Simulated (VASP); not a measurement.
# P3O2 (R-3m) in VASP: further runs

Runs on P3O2. Level: PBE. Tasks: single point, relaxation of cell and atoms.

Everything below comes from runs of VASP 6.6.1. Logs are shortened: lines on timing, memory, paths and dates and some standing lists are left out, and cuts for length are marked.

## Step 1: The cell of the first run

It takes space group R-3m (No. 166, trigonal). Conventional cell: a = 3.232 Å, b = 3.232 Å, c = 22.470 Å, α = 90.00°, β = 90.00°, γ = 120.00°. Within 3.4 Å of P (site symmetry -3m) lie 6 O at 2.39 Å and 12 P at 3.23 to 3.35 Å. Within 3.0 Å of P (site symmetry 3m) lie 3 O at 2.27 Å and 3 P at 2.68 Å. Within 3.0 Å of O (site symmetry 3m) lie 6 P at 2.27 to 2.39 Å.

## Step 2: Single point, PBE

File INCAR:

```
SYSTEM = P3O2
ALGO     = Normal         ! electronic algorithm
EDIFF    = 1E-6           ! SCF threshold, eV
ENCUT    = 520            ! plane-wave cutoff, eV
GGA      = PE             ! functional
ISIF     = 2              ! what is computed and relaxed
ISMEAR   = 0              ! smearing method
LASPH    = .TRUE.         ! aspherical terms in the spheres
LCHARG   = .TRUE.         ! write CHGCAR
LELF     = .TRUE.         ! ELF
LREAL    = .FALSE.        ! projectors in reciprocal space
LVHAR    = .TRUE.       
LWAVE    = .FALSE.        ! write WAVECAR
NBANDS   = 22             ! bands
NELM     = 80             ! most SCF steps
PREC     = Accurate       ! precision mode
SIGMA    = 0.1            ! smearing width, eV
```

File KPOINTS:

```
k-points
0
G
  6 6 6
  0 0 0
```

File POSCAR:

```
P3O2
1.0
    1.6157763220      0.9328688944      7.4899428639
   -1.6157763220      0.9328688944      7.4899428639
    0.0000000000     -1.8657377888      7.4899428639
P O
3 2
Direct
    0.0000000000      0.0000000000      0.0000000000
    0.2095000000      0.2095000000      0.2095000000
    0.7905000000      0.7905000000      0.7905000000
    0.4000000000      0.4000000000      0.4000000000
    0.6000000000      0.6000000000      0.6000000000
```

Potentials or basis: VASP PAW PBE potentials, release 64 (P, O).

Started as:

```bash
$ cat potpaw_PBE.64/P/POTCAR potpaw_PBE.64/O/POTCAR > POTCAR
$ mpirun -np 1 vasp_std > vasp.out
```

OUTCAR:

```text
SYSTEM = P3O2
   EDIFF = 1E-6
   ENCUT = 520
   GGA = PE
   ISIF = 2
   ISMEAR = 0
   LASPH = .TRUE.
   LREAL = .FALSE.
   NELM = 80
   PREC = Accurate

 ion  position               nearest neighbor table
   1  0.000  0.000  0.000-   5 2.39   4 2.39   5 2.39   5 2.39   4 2.39   4 2.39
   2  0.209  0.209  0.209-   5 2.27   5 2.27   5 2.27   3 2.68   3 2.68   3 2.68
   3  0.791  0.791  0.791-   4 2.27   4 2.27   4 2.27   2 2.68   2 2.68   2 2.68
   4  0.400  0.400  0.400-   3 2.27   3 2.27   3 2.27   1 2.39   1 2.39   1 2.39
   5  0.600  0.600  0.600-   2 2.27   2 2.27   2 2.27   1 2.39   1 2.39   1 2.39

  LATTYP: Found a trigonal (rhomboedric) cell.
 ALAT       =     7.7188225528
 COS(alpha) =     0.9123624232

  Lattice vectors:

 A1 = (   1.6157763220,   0.9328688944,   7.4899428639)
 A2 = (  -1.6157763220,   0.9328688944,   7.4899428639)
 A3 = (   0.0000000000,  -1.8657377888,   7.4899428639)

Analysis of symmetry for initial positions (statically):
=====================================================================
 Subroutine PRICEL returns:
 Original cell was already a primitive cell.

 Routine SETGRP: Setting up the symmetry group for a
 trigonal (rhombohedral) supercell.

 Subroutine GETGRP returns: Found 12 space group operations
 (whereof 12 operations were pure point group operations)
 out of a pool of 12 trial point group operations.

The static configuration has the point symmetry D_3d.

Analysis of symmetry for dynamics (positions and initial velocities):
=====================================================================
 Subroutine PRICEL returns:
 Original cell was already a primitive cell.

 Routine SETGRP: Setting up the symmetry group for a
 trigonal (rhombohedral) supercell.

 Subroutine GETGRP returns: Found 12 space group operations
 (whereof 12 operations were pure point group operations)
 out of a pool of 12 trial point group operations.

The dynamic configuration has the point symmetry D_3d.

 Subroutine INISYM returns: Found 12 space group operations
 (whereof 12 operations are pure point group operations),
 and found     1 'primitive' translations

----------------------------------------------------------------------------------------

                                     Primitive cell

  volume of cell :      67.7379

  direct lattice vectors                    reciprocal lattice vectors
     1.615776322  0.932868894  7.489942864     0.309448773  0.178660332  0.044504122
    -1.615776322  0.932868894  7.489942864    -0.309448773  0.178660332  0.044504122
     0.000000000 -1.865737789  7.489942864     0.000000000 -0.357320665  0.044504122

  length of vectors
     7.718822553  7.718822553  7.718822553     0.360081483  0.360081483  0.360081483

  position of ions in fractional coordinates (direct lattice)
     0.000000000  0.000000000  0.000000000
     0.209500000  0.209500000  0.209500000
     0.790500000  0.790500000  0.790500000
     0.400000000  0.400000000  0.400000000
     0.600000000  0.600000000  0.600000000

  ion indices of the primitive-cell ions
   primitive index   ion index
                 1           1
                 2           2
                 3           3
                 4           4
                 5           5

----------------------------------------------------------------------------------------

 KPOINTS: k-points

Automatic generation of k-mesh.
 Grid dimensions read from file:
 generate k-points for:    6    6    6

 Generating k-lattice:

  Cartesian coordinates                     Fractional coordinates (reciprocal lattice)
     0.051574795  0.029776722  0.007417354     0.166666667  0.000000000  0.000000000
    -0.051574795  0.029776722  0.007417354     0.000000000  0.166666667  0.000000000
     0.000000000 -0.059553444  0.007417354     0.000000000  0.000000000  0.166666667

  Length of vectors
     0.060013580  0.060013580  0.060013580

  Shift w.r.t. Gamma in fractional coordinates (k-lattice)
     0.000000000  0.000000000  0.000000000

 Subroutine IBZKPT returns following result:
 ===========================================

 Found     32 irreducible k-points:

 Following reciprocal coordinates:
            Coordinates               Weight
  0.000000  0.000000  0.000000      1.000000
  0.166667  0.000000 -0.000000      6.000000
  0.333333 -0.000000  0.000000      6.000000
  0.500000  0.000000  0.000000      3.000000
  0.166667  0.166667 -0.000000      6.000000
  0.333333  0.166667  0.000000     12.000000
[... 16 lines left out ...]
  0.500000  0.500000  0.166667      6.000000
 -0.333333  0.500000  0.166667     12.000000
 [... further k-points ...]
   k-points           NKPTS =     32   k-points in BZ     NKDIM =     32   number of bands    NBANDS=     22
   number of dos      NEDOS =    301   number of ions     NIONS =      5
   total plane-waves  NPLWV = 216000
   dimension x,y,z NGX =    60 NGY =   60 NGZ =   60
   dimension x,y,z NGXF=   120 NGYF=  120 NGZF=  120
   ions per type =               3   2
   NGX,Y,Z   is equivalent  to a cutoff of  12.92, 12.92, 12.92 a.u.
   NGXF,Y,Z  is equivalent  to a cutoff of  25.85, 25.85, 25.85 a.u.
 SYSTEM =  P3O2
   PREC   = accura    normal or accurate (medium, high low for compatibility)
   ISTART =      0    job   : 0-new  1-cont  2-samecut
   ICHARG =      2    charge: 1-file 2-atom 10-const
   ISPIN  =      1    spin polarized calculation?
   LNONCOLLINEAR =      F non collinear calculations
   LSORBIT =      F    spin-orbit coupling
   LASPH  =      T    aspherical Exc in radial PAW
   ENCUT  =  520.0 eV  38.22 Ry    6.18 a.u.  14.35 14.35 14.35*2*pi/ulx,y,z
   NELM   =     80;   NELMIN=  2; NELMDL= -5     # of ELM steps
   EDIFF  = 0.1E-05   stopping-criterion for ELM
   LREAL  =      F    real-space projection
   EDIFFG = 0.1E-04   stopping-criterion for IOM
   NSW    =      0    number of steps for IOM
   IBRION =     -1    ionic relax: 0-MD 1-quasi-New 2-CG
   NFREE  =      0    steps in history (QN), initial steepest desc. (CG)
   ISIF   =      2    stress and relaxation
   ISYM   =      2    0-nonsym 1-usesym 2-fastsym
   POTIM  = 0.5000    time-step for ionic-motion
   TEBEG  =    0.0;   TEEND  =   0.0 temperature during run
   PSTRESS=    0.0 pullay stress
   NELECT =      27.0000    total number of electrons
   NUPDOWN=      -1.0000    fix difference up-down
   EMIN   =  10.00;   EMAX   =-10.00  energy-range for DOS
   EFERMI =   0.00;   METHOD = LEGACY
   ISMEAR =     0;   SIGMA  =   0.10  broadening in eV -4-tet -1-fermi 0-gaus
   EFERMI_NEDOS =   21; number of points for ismear=-14 and -15
   IALGO  =     38    algorithm
   IMIX   =      4    mixing-type and parameters
     AMIX     =   0.40;   BMIX     =  1.00
     AMIX_MAG =   1.60;   BMIX_MAG =  1.00
  volume/ion in A,a.u.               =      13.55        91.42
  Fermi-wavevector in a.u.,A,eV,Ry     =   1.204811  2.276762 19.749799  1.451569
  Thomas-Fermi vector in A             =   2.340525
   LORBIT       =      0    0 simple, 1 ext, 2 COOP (PROOUT), +10 PAW based schemes
   GGA     = PE    functional components
   LHFCALC =     F    Hartree Fock is set to
   AEXX    =    0.0000 exact exchange contribution
   IVDW    =     0    specifies the selected vdW correction
   LEPSILON=     F    determine dielectric tensor
   LRPA    =     F    only Hartree local field effects (RPA)
 non-spin polarized calculation
 Gauss-broadening in eV      SIGMA  =   0.10
  energy-cutoff  :      520.00
  volume of cell :       67.74
 maximum number of plane-waves:      1848
 NGX is ok and might be reduce to    60
   NGX = 29   NGY = 29   NGZ = 29

 number of electron      26.9999999 magnetization

 Free energy of the ion-electron system (eV)
  ---------------------------------------------------
  ext. energy  EPLUGINS =         0.00000000
  ---------------------------------------------------
  free energy    TOTEN  =       -23.52100420 eV

  energy without entropy =      -23.51132431  energy(sigma->0) =      -23.51616425

 E-fermi :   6.7033     XC(G=0): -10.8729

 val. band max:        6.6918050321   @ k =   0.3333   0.3333   0.1667
 cond. band min:       6.7499531397   @ k =   0.3333   0.3333   0.0000
 fundamental gap:      0.0581481076
 Fermi energy:         6.7032851477

 k-point     1 :       0.0000    0.0000    0.0000
  band No.  band energies     occupation
      1     -13.1385      2.00000
      2     -12.6730      2.00000
      3      -6.3372      2.00000
      4      -3.7823      2.00000
      5      -2.0177      2.00000
      6       2.8848      2.00000
[... 14 lines left out ...]
     21      13.5840      0.00000
     22      14.8543      0.00000

 k-point     2 :       0.1667    0.0000   -0.0000
  band No.  band energies     occupation
      1     -12.9279      2.00000
      2     -12.5237      2.00000
      3      -5.9112      2.00000
      4      -3.8246      2.00000
      5      -2.0054      2.00000
      6       1.5585      2.00000
[... 14 lines left out ...]
     21      13.2601      0.00000
     22      15.4743      0.00000

 k-point     3 :       0.3333   -0.0000    0.0000
  band No.  band energies     occupation
      1     -12.4461      2.00000
      2     -12.2075      2.00000
      3      -4.8527      2.00000
      4      -3.9087      2.00000
      5      -2.3099      2.00000
      6       0.7204      2.00000
[... 14 lines left out ...]
     21      11.8736      0.00000
     22      14.1388      0.00000

 k-point     4 :       0.5000    0.0000    0.0000
  band No.  band energies     occupation
      1     -12.1448      2.00000
      2     -12.0598      2.00000
      3      -4.6371      2.00000
      4      -2.8520      2.00000
      5      -2.8437      2.00000
      6      -1.0457      2.00000
[... 14 lines left out ...]
     21      11.6690      0.00000
     22      12.4795      0.00000

 k-point     5 :       0.1667    0.1667   -0.0000
  band No.  band energies     occupation
      1     -12.9238      2.00000
      2     -12.5289      2.00000
      3      -5.8980      2.00000
      4      -3.8349      2.00000
      5      -2.0315      2.00000
      6       1.5348      2.00000
[... 14 lines left out ...]
     21      13.3473      0.00000
     22      15.3706      0.00000

 k-point     6 :       0.3333    0.1667    0.0000
  band No.  band energies     occupation
      1     -12.5733      2.00000
      2     -12.2944      2.00000
      3      -5.1363      2.00000
      4      -3.8409      2.00000
      5      -2.2353      2.00000
      6       0.9105      2.00000
[... 14 lines left out ...]
     21      13.9747      0.00000
     22      14.5051      0.00000

 k-point     7 :       0.5000    0.1667    0.0000
  band No.  band energies     occupation
      1     -12.1645      2.00000
      2     -12.0522      2.00000
      3      -4.3841      2.00000
      4      -3.3037      2.00000
      5      -2.6805      2.00000
      6      -0.1538      2.00000
[... 324 lines left out ...]
      6       0.5923      2.00000
[... 14 lines left out ...]
     21      14.2128      0.00000
     22      14.6542      0.00000

 k-point    21 :      -0.3333    0.3333    0.1667
  band No.  band energies     occupation
      1     -12.1548      2.00000
      2     -12.0622      2.00000
      3      -4.3552      2.00000
      4      -3.4713      2.00000
      5      -2.5155      2.00000
      6       0.2151      2.00000
[... 14 lines left out ...]
     21      13.5891      0.00000
     22      14.4572      0.00000

 k-point    22 :      -0.1667    0.3333    0.1667
  band No.  band energies     occupation
      1     -12.1679      2.00000
      2     -12.0488      2.00000
      3      -4.2386      2.00000
      4      -3.6842      2.00000
      5      -2.3707      2.00000
      6      -0.5743      2.00000
[... 14 lines left out ...]
     21      13.3015      0.00000
     22      15.6087      0.00000

 k-point    23 :       0.5000    0.5000    0.1667
  band No.  band energies     occupation
      1     -12.4210      2.00000
      2     -12.2355      2.00000
      3      -4.8940      2.00000
      4      -3.8034      2.00000
      5      -2.2183      2.00000
      6      -0.2055      2.00000
[... 14 lines left out ...]
     21      11.8702      0.00000
     22      14.0914      0.00000

 k-point    24 :      -0.3333    0.5000    0.1667
  band No.  band energies     occupation
      1     -12.1515      2.00000
      2     -12.0657      2.00000
      3      -4.2574      2.00000
      4      -3.7062      2.00000
      5      -2.3321      2.00000
      6      -0.0070      2.00000
[... 14 lines left out ...]
     21      13.3578      0.00000
     22      15.2406      0.00000

 [... further k-points ...]

------------------------ aborting loop because EDIFF is reached ----------------------------------------

  FORCE on cell =-STRESS in cart. coord.  units (eV):
  Direction    XX          YY          ZZ          XY          YZ          ZX
  --------------------------------------------------------------------------------------
  -------------------------------------------------------------------------------------
  Total       -2.3159483     -2.3159483     -3.5414476      0.0000000      0.0000000      0.0000000
  in kB      -54.7782101    -54.7782101    -83.7644608      0.0000000      0.0000000      0.0000000
  external PRESSURE =     -64.4402936 kB  Pullay stress =       0.0000000 kB

 VOLUME and BASIS-vectors are now :
 -----------------------------------------------------------------------------
  energy-cutoff  :      520.00
  volume of cell :       67.74
      direct lattice vectors                 reciprocal lattice vectors
     1.615776322  0.932868894  7.489942864     0.309448773  0.178660332  0.044504122
    -1.615776322  0.932868894  7.489942864    -0.309448773  0.178660332  0.044504122
     0.000000000 -1.865737789  7.489942864     0.000000000 -0.357320665  0.044504122

 POSITION                                       TOTAL-FORCE (eV/Angst)
 -----------------------------------------------------------------------------------
      0.00000      0.00000      0.00000         0.000000     -0.000000      0.000000
      0.00000      0.00000      4.70743         0.000000     -0.000000     -2.388276
      0.00000      0.00000     17.76240         0.000000     -0.000000      2.388276
      0.00000      0.00000      8.98793         0.000000      0.000000     -1.644596
      0.00000      0.00000     13.48190         0.000000     -0.000000      1.644596
 -----------------------------------------------------------------------------------
    total drift:                                0.000000      0.000000      0.000000

  FREE ENERGIE OF THE ION-ELECTRON SYSTEM (eV)
  ---------------------------------------------------
  free  energy   TOTEN  =       -23.5210041982 eV

  energy  without entropy=      -23.5113243055  energy(sigma->0) =      -23.51616425
```

It took 2 min on 1 thread of Intel Xeon 6975P-C (Granite Rapids), shared host; peak memory 0.44 GiB.

What came out:

```
Free energy            : -23.5210 eV
Pressure               : -6.4 GPa
Largest force          : 2.388 eV/Å
Band gap on the k mesh : zero (an odd number of electrons rules out a gap without spin polarisation)
```

Forces in eV/Å, atoms in the order of the input:
```
P    0.000  0.000  0.000
P    0.000  0.000 -2.388
P    0.000  0.000  2.388
O    0.000  0.000 -1.645
O    0.000  0.000  1.645
```

Stress tensor (GPa, compression positive):
```
-5.48  0.00  0.00
 0.00 -5.48  0.00
 0.00  0.00 -8.38
```

Caveat: the k points lie up to 0.38 Å⁻¹ apart, too coarse for converged energies and pressures of a metal; an odd number of electrons without spin polarisation forces a metal; a magnetic or distorted state may lie lower.

(Continued in part 2 of 2.)
